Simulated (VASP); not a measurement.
# Si16Ge (a cell with a defect) in VASP: relaxation of the atoms with LDA

Aim: the relaxation of the atoms of Si16Ge (a cell with a defect) with LDA.

All numbers are computed with VASP 6.6.1; they aren't measurements. Logs are shortened: lines on timing, memory, paths and dates and some standing lists are left out, and cuts for length are marked.

## Step 1: The cell of the first run

The cell holds a defect, 17 atoms: a = 7.679 Å, b = 7.679 Å, c = 7.679 Å, α = 60.00°, β = 60.00°, γ = 60.00°.

## Step 2: Relaxation of the atoms, LDA

Contents of INCAR:

```
SYSTEM = Si16Ge
PREC = Accurate ; ENCUT = 520
EDIFF = 1E-7 ; ISMEAR = -1
SIGMA = 0.05 ; LREAL = Auto
LASPH = .True. ; NELM = 60
ALGO = Normal ; ISIF = 2
LWAVE = .False. ; LCHARG = .False.
GGA = CA ; IBRION = 2
NSW = 80 ; EDIFFG = -0.03
```

Contents of KPOINTS:

```
Automatic mesh
0
Gamma
  2 2 2
  0 0 0
```

Contents of POSCAR:

```
Si16Ge
1.0
    0.0000000000      5.4300000000      5.4300000000
    5.4300000000      0.0000000000      5.4300000000
    5.4300000000      5.4300000000      0.0000000000
Si Ge
16 1
Direct
    0.0000000000      0.0000000000      0.0000000000
    0.1250000000      0.1250000000      0.1250000000
    0.0000000000      0.0000000000      0.5000000000
    0.1250000000      0.1250000000      0.6250000000
    0.0000000000      0.5000000000      0.0000000000
    0.1250000000      0.6250000000      0.1250000000
    0.0000000000      0.5000000000      0.5000000000
    0.1250000000      0.6250000000      0.6250000000
    0.5000000000      0.0000000000      0.0000000000
    0.6250000000      0.1250000000      0.1250000000
    0.5000000000      0.0000000000      0.5000000000
    0.6250000000      0.1250000000      0.6250000000
    0.5000000000      0.5000000000      0.0000000000
    0.6250000000      0.6250000000      0.1250000000
    0.5000000000      0.5000000000      0.5000000000
    0.6250000000      0.6250000000      0.6250000000
    0.3765946500      0.8692022500      0.8826205200
```

Potentials or basis: VASP PAW LDA potentials, release 64 (Si, Ge_d).

On the command line:

```console
> cat potpaw_LDA.64/Si/POTCAR potpaw_LDA.64/Ge_d/POTCAR > POTCAR
> mpirun -np 1 vasp_std > vasp.out
```

OUTCAR:

```text
SYSTEM = Si16Ge
   PREC = Accurate
   ENCUT = 520
   EDIFF = 1E-7
   ISMEAR = -1
   LREAL = Auto
   LASPH = .True.
   NELM = 60
   ISIF = 2
   GGA = CA
   IBRION = 2
   NSW = 80
   EDIFFG = -0.03

 ion  position               nearest neighbor table
   1  0.000  0.000  0.000-   2 2.35   4 2.35   6 2.35  10 2.35  17 2.36
   2  0.125  0.125  0.125-   1 2.35   3 2.35   5 2.35   9 2.35  17 2.71
   3  0.000  0.000  0.500-   2 2.35   4 2.35   8 2.35  12 2.35
   4  0.125  0.125  0.625-   1 2.35   3 2.35   7 2.35  11 2.35  17 2.77
   5  0.000  0.500  0.000-   2 2.35   6 2.35   8 2.35  14 2.35
   6  0.125  0.625  0.125-   1 2.35   5 2.35   7 2.35  13 2.35  17 2.69
   7  0.000  0.500  0.500-   4 2.35   6 2.35   8 2.35  16 2.35
   8  0.125  0.625  0.625-   3 2.35   5 2.35   7 2.35  15 2.35
   9  0.500  0.000  0.000-  17 2.33  10 2.35  12 2.35  14 2.35   2 2.35
  10  0.625  0.125  0.125-   1 2.35   9 2.35  11 2.35  13 2.35
  11  0.500  0.000  0.500-   4 2.35  10 2.35  12 2.35  16 2.35  17 2.40
  12  0.625  0.125  0.625-   3 2.35   9 2.35  11 2.35  15 2.35  17 2.74
  13  0.500  0.500  0.000-  17 2.32  10 2.35  14 2.35  16 2.35   6 2.35
  14  0.625  0.625  0.125-   5 2.35   9 2.35  13 2.35  15 2.35  17 2.67
  15  0.500  0.500  0.500-   8 2.35  12 2.35  14 2.35  16 2.35
  16  0.625  0.625  0.625-   7 2.35  11 2.35  13 2.35  15 2.35  17 2.73
  17  0.377  0.869  0.883-  13 2.32   9 2.33   1 2.36  11 2.40  14 2.67   6 2.69   2 2.71  16 2.73
                            12 2.74   4 2.77

  LATTYP: Found a face centered cubic cell.
 ALAT       =    10.8600000000

  Lattice vectors:

 A1 = (   0.0000000000,   5.4300000000,   5.4300000000)
 A2 = (   5.4300000000,   0.0000000000,   5.4300000000)
 A3 = (   5.4300000000,   5.4300000000,   0.0000000000)

Analysis of symmetry for initial positions (statically):
=====================================================================
 Subroutine PRICEL returns:
 Original cell was already a primitive cell.

 Routine SETGRP: Setting up the symmetry group for a
 face centered cubic supercell.

 Subroutine GETGRP returns: Found  1 space group operations
 (whereof  1 operations were pure point group operations)
 out of a pool of 48 trial point group operations.

The static configuration has the point symmetry C_1 .

Analysis of symmetry for dynamics (positions and initial velocities):
=====================================================================
 Subroutine PRICEL returns:
 Original cell was already a primitive cell.

 Routine SETGRP: Setting up the symmetry group for a
 face centered cubic supercell.

 Subroutine GETGRP returns: Found  1 space group operations
 (whereof  1 operations were pure point group operations)
 out of a pool of 48 trial point group operations.

The dynamic configuration has the point symmetry C_1 .

 Subroutine INISYM returns: Found  1 space group operations
 (whereof  1 operations are pure point group operations),
 and found     1 'primitive' translations

----------------------------------------------------------------------------------------

                                     Primitive cell

  volume of cell :     320.2060

  direct lattice vectors                    reciprocal lattice vectors
     0.000000000  5.430000000  5.430000000    -0.092081031  0.092081031  0.092081031
     5.430000000  0.000000000  5.430000000     0.092081031 -0.092081031  0.092081031
     5.430000000  5.430000000  0.000000000     0.092081031  0.092081031 -0.092081031

  length of vectors
     7.679179644  7.679179644  7.679179644     0.159489025  0.159489025  0.159489025

  position of ions in fractional coordinates (direct lattice)
     0.000000000  0.000000000  0.000000000
     0.125000000  0.125000000  0.125000000
     0.000000000  0.000000000  0.500000000
     0.125000000  0.125000000  0.625000000
     0.000000000  0.500000000  0.000000000
     0.125000000  0.625000000  0.125000000
[... 9 lines left out ...]
     0.625000000  0.625000000  0.625000000
     0.376594650  0.869202250  0.882620520

  ion indices of the primitive-cell ions
   primitive index   ion index
                 1           1
                 2           2
                 3           3
                 4           4
                 5           5
                 6           6
[... 9 lines left out ...]
                16          16
                17          17

----------------------------------------------------------------------------------------

 KPOINTS: Automatic mesh

Automatic generation of k-mesh.
 Grid dimensions read from file:
 generate k-points for:    2    2    2

 Generating k-lattice:

  Cartesian coordinates                     Fractional coordinates (reciprocal lattice)
    -0.046040516  0.046040516  0.046040516     0.500000000  0.000000000  0.000000000
     0.046040516 -0.046040516  0.046040516     0.000000000  0.500000000  0.000000000
     0.046040516  0.046040516 -0.046040516     0.000000000  0.000000000  0.500000000

  Length of vectors
     0.079744512  0.079744512  0.079744512

  Shift w.r.t. Gamma in fractional coordinates (k-lattice)
     0.000000000  0.000000000  0.000000000

 Subroutine IBZKPT returns following result:
 ===========================================

 Found      8 irreducible k-points:

 Following reciprocal coordinates:
            Coordinates               Weight
  0.000000  0.000000  0.000000      1.000000
  0.500000  0.000000  0.000000      1.000000
  0.000000  0.500000  0.000000      1.000000
  0.000000  0.000000  0.500000      1.000000
  0.500000  0.500000  0.500000      1.000000
  0.500000  0.500000  0.000000      1.000000
  0.000000  0.500000  0.500000      1.000000
  0.500000  0.000000  0.500000      1.000000
   k-points           NKPTS =      8   k-points in BZ     NKDIM =      8   number of bands    NBANDS=     48
   number of dos      NEDOS =    301   number of ions     NIONS =     17
   total plane-waves  NPLWV = 216000
   dimension x,y,z NGX =    60 NGY =   60 NGZ =   60
   dimension x,y,z NGXF=   120 NGYF=  120 NGZF=  120
   ions per type =              16   1
   NGX,Y,Z   is equivalent  to a cutoff of  12.99, 12.99, 12.99 a.u.
   NGXF,Y,Z  is equivalent  to a cutoff of  25.98, 25.98, 25.98 a.u.
 SYSTEM =  Si16Ge
   PREC   = accura    normal or accurate (medium, high low for compatibility)
   ISTART =      0    job   : 0-new  1-cont  2-samecut
   ICHARG =      2    charge: 1-file 2-atom 10-const
   ISPIN  =      1    spin polarized calculation?
   LNONCOLLINEAR =      F non collinear calculations
   LSORBIT =      F    spin-orbit coupling
   LASPH  =      T    aspherical Exc in radial PAW
   ENCUT  =  520.0 eV  38.22 Ry    6.18 a.u.  14.28 14.28 14.28*2*pi/ulx,y,z
   NELM   =     60;   NELMIN=  2; NELMDL= -5     # of ELM steps
   EDIFF  = 0.1E-06   stopping-criterion for ELM
   LREAL  =      T    real-space projection
   EDIFFG = -.3E-01   stopping-criterion for IOM
   NSW    =     80    number of steps for IOM
   IBRION =      2    ionic relax: 0-MD 1-quasi-New 2-CG
   NFREE  =      1    steps in history (QN), initial steepest desc. (CG)
   ISIF   =      2    stress and relaxation
   ISYM   =      2    0-nonsym 1-usesym 2-fastsym
   POTIM  = 0.5000    time-step for ionic-motion
   TEBEG  =    0.0;   TEEND  =   0.0 temperature during run
   PSTRESS=    0.0 pullay stress
   NELECT =      78.0000    total number of electrons
   NUPDOWN=      -1.0000    fix difference up-down
   EMIN   =  10.00;   EMAX   =-10.00  energy-range for DOS
   EFERMI =   0.00;   METHOD = LEGACY
   ISMEAR =    -1;   SIGMA  =   0.05  broadening in eV -4-tet -1-fermi 0-gaus
   EFERMI_NEDOS =   21; number of points for ismear=-14 and -15
   IALGO  =     38    algorithm
   IMIX   =      4    mixing-type and parameters
     AMIX     =   0.40;   BMIX     =  1.00
     AMIX_MAG =   1.60;   BMIX_MAG =  1.00
  volume/ion in A,a.u.               =      18.84       127.11
  Fermi-wavevector in a.u.,A,eV,Ry     =   1.022421  1.932096 14.222785  1.045345
  Thomas-Fermi vector in A             =   2.156100
   LORBIT       =      0    0 simple, 1 ext, 2 COOP (PROOUT), +10 PAW based schemes
   GGA     = CA    functional components
   LHFCALC =     F    Hartree Fock is set to
   AEXX    =    0.0000 exact exchange contribution
   IVDW    =     0    specifies the selected vdW correction
   LEPSILON=     F    determine dielectric tensor
   LRPA    =     F    only Hartree local field effects (RPA)
 conjugate gradient relaxation of ions
 non-spin polarized calculation
  energy-cutoff  :      520.00
  volume of cell :      320.21
 maximum number of plane-waves:      8646
 NGX is ok and might be reduce to    60
   NGX = 29   NGY = 29   NGZ = 29

--------------------------------------- Ionic step        1  -------------------------------------------

 number of electron      78.0000004 magnetization

 Free energy of the ion-electron system (eV)
  ---------------------------------------------------
  ext. energy  EPLUGINS =         0.00000000
  ---------------------------------------------------
  free energy    TOTEN  =       -96.23431101 eV

  energy without entropy =      -96.20162829  energy(sigma->0) =      -96.21796965

------------------------ aborting loop because EDIFF is reached ----------------------------------------

  FORCE on cell =-STRESS in cart. coord.  units (eV):
  Direction    XX          YY          ZZ          XY          YZ          ZX
  --------------------------------------------------------------------------------------
  -------------------------------------------------------------------------------------
  Total        7.7518612      7.7477391      7.7513066     -0.3446851      0.1362145      0.7670583
  in kB       38.7870801     38.7664546     38.7843052     -1.7246605      0.6815604      3.8380400
  external PRESSURE =      38.7792800 kB  Pullay stress =       0.0000000 kB
[... 291 lines left out ...]
  energy  without entropy=      -96.4980222211  energy(sigma->0) =      -96.51524259

--------------------------------------- Ionic step        7  -------------------------------------------

 number of electron      78.0000000 magnetization

 Free energy of the ion-electron system (eV)
  ---------------------------------------------------
  ext. energy  EPLUGINS =         0.00000000
  ---------------------------------------------------
  free energy    TOTEN  =       -96.53252791 eV

  energy without entropy =      -96.49810949  energy(sigma->0) =      -96.51531870

 E-fermi :   6.7668     XC(G=0):  -9.9318

 val. band max:        6.5655289643   @ k =   0.0000   0.0000   0.0000
 cond. band min:       6.8020420835   @ k =   0.0000   0.0000   0.0000
 fundamental gap:      0.2365131192
 Fermi energy:         6.7667889124

 k-point     1 :       0.0000    0.0000    0.0000
  band No.  band energies     occupation
      1     -18.4466      2.00000
      2     -18.4466      2.00000
      3     -18.4465      2.00000
      4     -18.4325      2.00000
      5     -18.4325      2.00000
      6      -6.6075      2.00000
[... 441 lines left out ...]
  FREE ENERGIE OF THE ION-ELECTRON SYSTEM (eV)
  ---------------------------------------------------
  free  energy   TOTEN  =       -96.5325279070 eV

  energy  without entropy=      -96.4981094923  energy(sigma->0) =      -96.51531870

 reached required accuracy - stopping structural energy minimisation
```

Run time: 23 min. Hardware: 1 thread of Oxide Virtual Turin-like, shared host; peak memory 0.39 GiB.

Results:

| Item | Value |
| --- | --- |
| Free energy | -96.5325 eV |
| Energy gained by relaxing | 17.5 meV/atom |
| Ionic steps | 7 |
| Pressure after relaxing | 3.0 GPa |
| Largest force after relaxing | 0.028 eV/Å |
| Band gap on the k mesh | zero (bands 39 and 40 overlap by 0.30 eV) |

Forces on the atoms (eV/Å):
```
Si   0.011  0.002 -0.013
Si  -0.003  0.002  0.006
Si  -0.002 -0.004  0.000
Si   0.005  0.003 -0.004
Si   0.010  0.005 -0.009
Si  -0.007  0.004  0.001
Si  -0.002 -0.006  0.002
Si   0.000 -0.003  0.001
Si   0.003  0.012 -0.005
Si  -0.003 -0.005  0.002
Si  -0.014 -0.007  0.012
Si   0.010  0.008  0.000
Si   0.009  0.006  0.000
Si  -0.003 -0.001 -0.002
Si  -0.007 -0.001  0.008
Si   0.000  0.010 -0.011
Ge  -0.007 -0.025  0.011
```

Step by step:
```tsv
step	energy change (eV)	largest force (eV/Å)	pressure (GPa)
1	0.0000	1.6322	3.88
2	-0.2894	0.1935	3.00
3	-0.2912	0.2287	2.96
4	-0.2970	0.0975	2.95
5	-0.2970	0.1091	2.95
6	-0.2982	0.0419	2.95
7	-0.2982	0.0285	2.95
```

Final structure:
```cif
data_structure
_symmetry_space_group_name_H-M 'P 1'
_symmetry_Int_Tables_number 1
_cell_length_a 7.6792
_cell_length_b 7.6792
_cell_length_c 7.6792
_cell_angle_alpha 60.000
_cell_angle_beta 60.000
_cell_angle_gamma 60.000
_cell_volume 320.21
loop_
_atom_site_label
_atom_site_type_symbol
_atom_site_fract_x
_atom_site_fract_y
_atom_site_fract_z
_atom_site_occupancy
Si1 Si 0.98984 0.00346 0.00327 1
Si2 Si 0.12065 0.12938 0.12946 1
Si3 Si 0.00060 0.99816 0.50078 1
Si4 Si 0.12074 0.12919 0.62087 1
Si5 Si 0.00086 0.50064 0.99780 1
Si6 Si 0.12065 0.62043 0.12949 1
Si7 Si 0.00063 0.50045 0.50082 1
Si8 Si 0.12499 0.62507 0.62490 1
Si9 Si 0.50377 0.00389 0.00366 1
Si10 Si 0.62537 0.12368 0.12674 1
Si11 Si 0.50289 0.00294 0.49123 1
Si12 Si 0.62930 0.12925 0.62086 1
Si13 Si 0.50398 0.48811 0.00385 1
Si14 Si 0.62955 0.62040 0.12958 1
Si15 Si 0.49797 0.50052 0.50093 1
Si16 Si 0.62933 0.62049 0.62086 1
Ge1 Ge 0.37548 0.87314 0.87752 1
```

Levels at points of the mesh, in eV from the Fermi level:
```tsv
k point	band 36	band 37	band 38	band 39	band 40	band 41	band 42	band 43
(0.00, 0.00, 0.00)	-0.71	-0.70	-0.70	-0.22	-0.21	-0.20	0.04	0.04
(0.50, 0.00, 0.00)	-1.42	-1.37	-1.37	-0.30	0.55	0.57	0.89	0.89
(0.00, 0.50, 0.00)	-1.42	-1.37	-1.37	-0.30	0.56	0.57	0.89	0.89
(0.00, 0.00, 0.50)	-1.42	-1.37	-1.37	-0.30	0.55	0.56	0.89	0.89
(0.50, 0.50, 0.50)	-1.42	-1.37	-1.37	-0.30	0.55	0.57	0.89	0.89
(0.50, 0.50, 0.00)	-1.97	-1.80	-1.26	0.09	0.83	1.07	1.07	1.08
(0.00, 0.50, 0.50)	-1.97	-1.80	-1.26	0.09	0.83	1.07	1.07	1.08
(0.50, 0.00, 0.50)	-1.97	-1.80	-1.26	0.09	0.83	1.07	1.08	1.08
```

Caveat: the k points lie up to 0.50 Å⁻¹ apart.

The gap in the log of VASP goes by the Fermi energy; the results here count the filled bands.